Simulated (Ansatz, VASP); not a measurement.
Two plane-wave programs on SnO2

```
CELL_PARAMETERS angstrom
1.59101 0.91857 4.95931
-1.59101 0.91857 4.95931
0.00000 -1.83714 4.95931
ATOMIC_POSITIONS crystal
Sn 0.50000 0.50000 0.50000
O 0.23717 0.23717 0.23717
O 0.76283 0.76283 0.76283
```

Alike in both runs: task single point; functional LDA; k mesh 12 × 12 × 12; occupations gaussian, width 0.05 eV; no spin polarisation.

|  | VASP | Ansatz |
| --- | --- | --- |
| version | VASP 6.6.1 | Ansatz 0.2.0 |
| potentials or method | VASP PAW LDA potentials, release 64 (Sn_d, O), cutoff 520 eV | scalar-relativistic, plane waves, PAW |
| valence electrons in the cell | 26 | 26 |

|  | VASP | Ansatz | Ansatz less VASP |
| --- | --- | --- | --- |
| gap on the k mesh at the Fermi level (eV) | 2.08 | 2.09 | +0.005 |
| least direct gap on the mesh (eV) | 2.25 | 2.25 | -0.002 |
| pressure (GPa) | -5.7 | -6.4 | -0.74 |
| traceless stress, the component that is largest in VASP (GPa) | -2.47 | -2.00 | +0.464 |
| rms of the force components (eV/Å) | 0.364 | 0.395 | +0.0312 |

LDA's correlation is that of Perdew and Zunger in VASP and of Perdew and Wang (1992) in Ansatz. Atom by atom the forces differ by 0.031 eV/Å (rms over components).
